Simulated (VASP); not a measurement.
# Be (Fd-3m) in VASP: further runs

The runs below take Be through relaxation of cell and atoms, single point, with PBEsol.

All numbers are computed with VASP 6.6.1; they aren't measurements. Logs are shortened: lines on timing, memory, paths and dates and some standing lists are left out, and cuts for length are marked.

### 1 The cell of the first run

Symmetry: Fd-3m, No. 227, cubic system. The conventional cell has a = 4.871 Å, b = 4.871 Å, c = 4.871 Å, α = 90.00°, β = 90.00°, γ = 90.00°. Be (site symmetry -43m) has 4 Be at 2.11 Å within 2.8 Å.

This isn't the form of Be at room conditions, which is hcp.

### 2 Relaxation of cell and atoms, PBEsol

File INCAR:

```
SYSTEM = Be
  PREC = Accurate
  ENCUT = 600
  EDIFF = 1E-6
  ISMEAR = 0
  SIGMA = 0.1
  LREAL = .False.
  LASPH = .True.
  NELM = 60
  ALGO = Normal
  ISIF = 3
  LWAVE = .False.
  LCHARG = .False.
  GGA = PS
  IBRION = 2
  NSW = 100
  EDIFFG = -0.01
```

File KPOINTS:

```
regular mesh
0
Gamma
  20 20 20
  0 0 0
```

File POSCAR:

```
Be
1.0
    0.0000000000      2.4354653574      2.4354653574
    2.4354653574      0.0000000000      2.4354653574
    2.4354653574      2.4354653574      0.0000000000
Be
2
Direct
    0.0000000000      0.0000000000      0.0000000000
    0.2500000000      0.2500000000      0.2500000000
```

Potentials or basis: VASP PAW PBE potentials, release 64 (Be).

Launch:

```console
$ cat potpaw_PBE.64/Be/POTCAR > POTCAR
$ mpirun -np 1 vasp_std > vasp.out
```

OUTCAR:

```text
SYSTEM = Be
   PREC = Accurate
   ENCUT = 600
   EDIFF = 1E-6
   ISMEAR = 0
   LREAL = .False.
   LASPH = .True.
   NELM = 60
   ISIF = 3
   GGA = PS
   IBRION = 2
   NSW = 100
   EDIFFG = -0.01

 ion  position               nearest neighbor table
   1  0.000  0.000  0.000-   2 2.11   2 2.11   2 2.11   2 2.11
   2  0.250  0.250  0.250-   1 2.11   1 2.11   1 2.11   1 2.11

  LATTYP: Found a face centered cubic cell.
 ALAT       =     4.8709307148

  Lattice vectors:

 A1 = (   0.0000000000,   2.4354653574,   2.4354653574)
 A2 = (   2.4354653574,   0.0000000000,   2.4354653574)
 A3 = (   2.4354653574,   2.4354653574,   0.0000000000)

Analysis of symmetry for initial positions (statically):
=====================================================================
 Subroutine PRICEL returns:
 Original cell was already a primitive cell.

 Routine SETGRP: Setting up the symmetry group for a
 face centered cubic supercell.

 Subroutine GETGRP returns: Found 48 space group operations
 (whereof 24 operations were pure point group operations)
 out of a pool of 48 trial point group operations.

The static configuration has the point symmetry T_d .
 The point group associated with its full space group is O_h .

Analysis of symmetry for dynamics (positions and initial velocities):
=====================================================================
 Subroutine PRICEL returns:
 Original cell was already a primitive cell.

 Routine SETGRP: Setting up the symmetry group for a
 face centered cubic supercell.

 Subroutine GETGRP returns: Found 48 space group operations
 (whereof 24 operations were pure point group operations)
 out of a pool of 48 trial point group operations.

The dynamic configuration has the point symmetry T_d .
 The point group associated with its full space group is O_h .

 Subroutine INISYM returns: Found 48 space group operations
 (whereof 24 operations are pure point group operations),
 and found     1 'primitive' translations

----------------------------------------------------------------------------------------
[... 148 lines left out ...]
  --------------------------------------------------------------------------------------
  -------------------------------------------------------------------------------------
  Total        0.0370528      0.0370528      0.0370528      0.0000000     -0.0000000     -0.0000000
  in kB        2.0547332      2.0547332      2.0547332      0.0000000     -0.0000000     -0.0000000
  external PRESSURE =       2.0547332 kB  Pullay stress =       0.0000000 kB

 VOLUME and BASIS-vectors are now :
 -----------------------------------------------------------------------------
  energy-cutoff  :      600.00
  volume of cell :       28.89
      direct lattice vectors                 reciprocal lattice vectors
     0.000000000  2.435465357  2.435465357    -0.205299574  0.205299574  0.205299574
     2.435465357  0.000000000  2.435465357     0.205299574 -0.205299574  0.205299574
     2.435465357  2.435465357  0.000000000     0.205299574  0.205299574 -0.205299574

 POSITION                                       TOTAL-FORCE (eV/Angst)
 -----------------------------------------------------------------------------------
      0.00000      0.00000      0.00000        -0.000000      0.000000     -0.000000
      1.21773      1.21773      1.21773         0.000000     -0.000000      0.000000
 -----------------------------------------------------------------------------------
    total drift:                                0.000000      0.000000     -0.000000

  FREE ENERGIE OF THE ION-ELECTRON SYSTEM (eV)
  ---------------------------------------------------
  free  energy   TOTEN  =        -4.6217729411 eV

  energy  without entropy=       -4.6166666010  energy(sigma->0) =       -4.61921977

--------------------------------------- Ionic step        2  -------------------------------------------

 number of electron       4.0000000 magnetization

 Free energy of the ion-electron system (eV)
  ---------------------------------------------------
  ext. energy  EPLUGINS =         0.00000000
  ---------------------------------------------------
  free energy    TOTEN  =        -4.62184162 eV

  energy without entropy =       -4.61672356  energy(sigma->0) =       -4.61928259

 E-fermi :   1.8614     XC(G=0):  -8.6308

 val. band max:        1.8573566544   @ k =   0.3500   0.1500   0.0000
 cond. band min:       1.8794423904   @ k =   0.4000   0.2500   0.0000
 fundamental gap:      0.0220857360
 Fermi energy:         1.8614197370

 k-point     1 :       0.0000    0.0000    0.0000
  band No.  band energies     occupation
      1      -5.5032      2.00000
      2       6.6858      0.00000
      3       6.6858      0.00000
      4       6.6858      0.00000
      5       9.2037      0.00000
      6       9.2037      0.00000
[... 199 lines left out ...]
 k-point    24 :      -0.3500    0.0500    0.0000
  band No.  band energies     occupation
      1      -3.4429      2.00000
      2       0.4440      2.00000
      3       4.7592      0.00000
      4       5.2092      0.00000
      5      10.4450      0.00000
      6      10.5967      0.00000

 [... further k-points ...]
[... 5 lines left out ...]
  --------------------------------------------------------------------------------------
  -------------------------------------------------------------------------------------
  Total        0.0149074      0.0149074      0.0149074      0.0000000     -0.0000000      0.0000000
  in kB        0.8244672      0.8244672      0.8244672      0.0000000     -0.0000000      0.0000000
  external PRESSURE =       0.8244672 kB  Pullay stress =       0.0000000 kB

 VOLUME and BASIS-vectors are now :
 -----------------------------------------------------------------------------
  energy-cutoff  :      600.00
  volume of cell :       28.97
      direct lattice vectors                 reciprocal lattice vectors
     0.000000000  2.437642084  2.437642084    -0.205116249  0.205116249  0.205116249
     2.437642084 -0.000000000  2.437642084     0.205116249 -0.205116249  0.205116249
     2.437642084  2.437642084 -0.000000000     0.205116249  0.205116249 -0.205116249

 POSITION                                       TOTAL-FORCE (eV/Angst)
 -----------------------------------------------------------------------------------
      2.43764     -0.00000      2.43764         0.000000      0.000000      0.000000
      1.21882      1.21882      1.21882        -0.000000     -0.000000     -0.000000
 -----------------------------------------------------------------------------------
    total drift:                                0.000000      0.000000     -0.000000

  FREE ENERGIE OF THE ION-ELECTRON SYSTEM (eV)
  ---------------------------------------------------
  free  energy   TOTEN  =        -4.6218416233 eV

  energy  without entropy=       -4.6167235629  energy(sigma->0) =       -4.61928259

 reached required accuracy - stopping structural energy minimisation
```

OSZICAR:

```text
N       E                     dE             d eps       ncg     rms          rms(c)
DAV:   1    -0.813339695875E-01   -0.81334E-01   -0.17771E+03  3072   0.577E+02
DAV:   2    -0.457521495274E+01   -0.44939E+01   -0.42602E+01  4536   0.530E+01
DAV:   3    -0.464281913181E+01   -0.67604E-01   -0.67349E-01  4086   0.647E+00
DAV:   4    -0.464298137385E+01   -0.16224E-03   -0.16224E-03  4632   0.313E-01
DAV:   5    -0.464298164260E+01   -0.26875E-06   -0.26881E-06  4158   0.831E-03    0.809E-01
DAV:   6    -0.462849445375E+01    0.14487E-01   -0.46853E-03  3918   0.562E-01    0.487E-01
DAV:   7    -0.462177473841E+01    0.67197E-02   -0.84750E-03  4020   0.702E-01    0.177E-02
DAV:   8    -0.462177391974E+01    0.81867E-06   -0.41779E-05  4260   0.588E-02    0.480E-03
DAV:   9    -0.462177282307E+01    0.10967E-05   -0.14866E-06  3900   0.136E-02    0.909E-04
DAV:  10    -0.462177294105E+01   -0.11798E-06   -0.15897E-08  2688   0.115E-03
   1 F= -.46217729E+01 E0= -.46192198E+01  d E =-.462177E+01
       N       E                     dE             d eps       ncg     rms          rms(c)
DAV:   1    -0.462184638331E+01   -0.73560E-04   -0.30713E-04  3786   0.158E-01    0.822E-03
DAV:   2    -0.462184369433E+01    0.26890E-05   -0.26919E-06  3666   0.126E-02    0.501E-03
DAV:   3    -0.462184163841E+01    0.20559E-05   -0.20994E-06  3204   0.701E-03    0.211E-04
DAV:   4    -0.462184162333E+01    0.15076E-07   -0.13377E-08  1656   0.104E-03
   2 F= -.46218416E+01 E0= -.46192826E+01  d E =-.686823E-04
```

Wall time 87 s (1 thread of Intel Xeon 8259CL, shared host); peak memory 0.19 GiB.

What came out:

```yaml
Free_energy: -4.6218 eV
Relaxed_volume: 14.48 Å³/atom
Relaxed_cell: a = 3.447 Å, b = 3.447 Å, c = 3.447 Å, α = 60.00°, β = 60.00°, γ = 60.00°
Space_group_after_relaxing_to_0.1_Å: Fd-3m (No. 227)
Energy_gained_by_relaxing: 0.0 meV/atom
Ionic_steps: 2
Pressure_after_relaxing: 0.1 GPa
Band_gap_on_the_k_mesh: zero (bands 2 and 3 overlap by 6.32 eV)
```

Final structure:
```xyz
2
Lattice="0.0000 2.4376 2.4376 2.4376 0.0000 2.4376 2.4376 2.4376 0.0000" Properties=species:S:1:pos:R:3 pbc="T T T"
Be    2.4376    0.0000    2.4376
Be    1.2188    1.2188    1.2188
```

Levels at points of the mesh, in eV from the Fermi level:
| k point | band 1 | band 2 | band 3 | band 4 | band 5 |
| --- | --- | --- | --- | --- | --- |
| (0.00, 0.00, 0.00) | -7.36 | 4.82 | 4.82 | 4.82 | 7.34 |
| (0.50, 0.00, 0.00) | -3.67 | -3.58 | 3.07 | 3.07 | 8.49 |
| (0.50, 0.50, 0.00) | -2.42 | -2.42 | 0.73 | 0.73 | 6.20 |

Caveat: the PAW data sets were made with another functional, which shifts forces and pressure a little.

### 3 Single point, PBEsol

File INCAR:

```
PREC = Accurate
ENCUT = 520
EDIFF = 1E-6
ISMEAR = 0
SIGMA = 0.1
LREAL = False
LASPH = True
NELM = 100
ALGO = Fast
ISIF = 2
LWAVE = False
LCHARG = True
GGA = PS
LELF = True
LVHAR = True
NBANDS = 9
```

File KPOINTS:

```
regular mesh
0
Gamma
  20 20 20
```

File POSCAR:

```
Be
1.0
    0.0000000000      2.4364841309      2.4364841309
    2.4364841309      0.0000000000      2.4364841309
    2.4364841309      2.4364841309      0.0000000000
Be
2
Direct
    0.0000000000      0.0000000000      0.0000000000
    0.2500000000      0.2500000000      0.2500000000
```

Potentials or basis: VASP PAW PBE potentials, release 64 (Be).

Launch:

```console
$ cat potpaw_PBE.64/Be/POTCAR > POTCAR
$ mpirun -np 1 vasp_std > vasp.out
```

OUTCAR:

```text
PREC = Accurate
   ENCUT = 520
   EDIFF = 1E-6
   ISMEAR = 0
   LREAL = False
   LASPH = True
   NELM = 100
   ISIF = 2
   GGA = PS

 ion  position               nearest neighbor table
   1  0.000  0.000  0.000-   2 2.11   2 2.11   2 2.11   2 2.11
   2  0.250  0.250  0.250-   1 2.11   1 2.11   1 2.11   1 2.11

  LATTYP: Found a face centered cubic cell.
 ALAT       =     4.8729682618

  Lattice vectors:

 A1 = (   0.0000000000,   2.4364841309,   2.4364841309)
 A2 = (   2.4364841309,   0.0000000000,   2.4364841309)
[... 469 lines left out ...]
      5      10.4593      0.00000
      6      10.6112      0.00000
      7      12.1913      0.00000
      8      14.1285      0.00000
      9      17.0154      0.00000

 [... further k-points ...]
[... 5 lines left out ...]
  --------------------------------------------------------------------------------------
  -------------------------------------------------------------------------------------
  Total        0.0266034      0.0266034      0.0266034     -0.0000000     -0.0000000      0.0000000
  in kB        1.4734236      1.4734236      1.4734236     -0.0000000     -0.0000000      0.0000000
  external PRESSURE =       1.4734236 kB  Pullay stress =       0.0000000 kB

 VOLUME and BASIS-vectors are now :
 -----------------------------------------------------------------------------
  energy-cutoff  :      520.00
  volume of cell :       28.93
      direct lattice vectors                 reciprocal lattice vectors
     0.000000000  2.436484131  2.436484131    -0.205213731  0.205213731  0.205213731
     2.436484131  0.000000000  2.436484131     0.205213731 -0.205213731  0.205213731
     2.436484131  2.436484131  0.000000000     0.205213731  0.205213731 -0.205213731

 POSITION                                       TOTAL-FORCE (eV/Angst)
 -----------------------------------------------------------------------------------
      0.00000      0.00000      0.00000        -0.000000     -0.000000     -0.000000
      1.21824      1.21824      1.21824         0.000000      0.000000      0.000000
 -----------------------------------------------------------------------------------
    total drift:                                0.000000      0.000000     -0.000000

  FREE ENERGIE OF THE ION-ELECTRON SYSTEM (eV)
  ---------------------------------------------------
  free  energy   TOTEN  =        -4.6218077194 eV

  energy  without entropy=       -4.6166958889  energy(sigma->0) =       -4.61925180
```

Wall time 100 s (1 thread of Intel Xeon 8259CL, shared host); peak memory 0.19 GiB.

What came out:

* Free energy: -4.6218 eV
* Pressure: 0.1 GPa
* Band gap on the k mesh: zero (bands 2 and 3 overlap by 6.33 eV)

Levels at points of the mesh, in eV from the Fermi level:
```tsv
k point	band 1	band 2	band 3	band 4	band 5	band 6	band 7
(0.00, 0.00, 0.00)	-7.37	4.83	4.83	4.83	7.35	7.35	7.35
(0.50, 0.00, 0.00)	-3.67	-3.58	3.07	3.07	8.50	8.50	10.51
(0.50, 0.50, 0.00)	-2.42	-2.42	0.73	0.73	6.21	6.21	15.39
```

Caveat: the PAW data sets were made with another functional, which shifts forces and pressure a little.
